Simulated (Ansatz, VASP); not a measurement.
**C: VASP beside Ansatz**

```
C
1.0
     0.00000   -1.78340   -1.78340
    -1.78340    0.00000   -1.78340
     1.78340    1.78340   -3.56680
C
4
Direct
  0.72572 0.72572 0.75809
  0.22572 0.22572 0.25809
  0.39928 0.39928 0.86691
  0.89928 0.89928 0.36691
```

Change from the starting cell: mode 10 (1294.7 1/cm) frozen in, largest displacement -0.100 Å.

Alike in both runs: task single point; functional PBE; k mesh 12 × 12 × 10; occupations gaussian, width 0.05 eV; no spin polarisation.

|  | VASP | Ansatz |
| --- | --- | --- |
| version | VASP 6.6.1 | Ansatz 0.2.0 |
| potentials or method | VASP PAW PBE potentials, release 64 (C), cutoff 520 eV | scalar-relativistic, plane waves, PAW |
| valence electrons in the cell | 16 | 16 |

|  | VASP | Ansatz | Ansatz less VASP |
| --- | --- | --- | --- |
| gap on the k mesh at the Fermi level (eV) | 1.29 | 1.30 | +0.004 |
| least direct gap on the mesh (eV) | 1.75 | 1.74 | -0.002 |
| pressure (GPa) | 21.4 | 20.9 | -0.48 |
| traceless stress, the component that is largest in VASP (GPa) | 16.38 | 16.05 | -0.331 |
| rms of the force components (eV/Å) | 5.889 | 5.868 | -0.0211 |

Atom by atom the forces differ by 0.021 eV/Å (rms over components).
